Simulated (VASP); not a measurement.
Input of a VASP 6.6.1 run:

Contents of INCAR:

```
SYSTEM = ZrGe2Pd3
  PREC = Accurate
  ENCUT = 520
  EDIFF = 1E-6
  ISMEAR = 0
  SIGMA = 0.2
  LREAL = .False.
  LASPH = .True.
  NELM = 100
  ALGO = Fast
  ISIF = 2
  LWAVE = .False.
  LCHARG = .False.
  GGA = PE
  NBANDS = 44
```

File KPOINTS:

```
regular mesh
0
Gamma
  5 5 2
  0 0 0
```

Contents of POSCAR:

```
ZrGe2Pd3
1.0
    4.4733483773      0.0000000000      0.0000000000
   -2.2366741886      3.8740333347      0.0000000000
    0.0000000000      0.0000000000      9.9331760061
Zr Ge Pd
1 2 3
Direct
    0.0000000000      0.0000000000      0.5000000000
    0.3333333333      0.6666666667      0.0000000000
    0.6666666667      0.3333333333      0.0000000000
    0.0000000000      0.0000000000      0.7333862686
    0.0000000000      0.0000000000      0.2666137314
    0.0000000000      0.0000000000      0.0000000000
```

Potentials or basis: VASP PAW PBE potentials, release 64 (Zr_sv, Ge_d, Pd).

Launch:

```bash
$ cat potpaw_PBE.64/Zr_sv/POTCAR potpaw_PBE.64/Ge_d/POTCAR potpaw_PBE.64/Pd/POTCAR > POTCAR
$ mpirun -np 1 vasp_std > vasp.out
```

(1) What does it give for the band gap on the k mesh?

(2) Estimate the pressure.

(3) What does it give for the largest force?

Results:

(1) zero (bands 35 and 36 overlap by 0.37 eV).

(2) 0.3 GPa.

(3) 0.099 eV/Å.
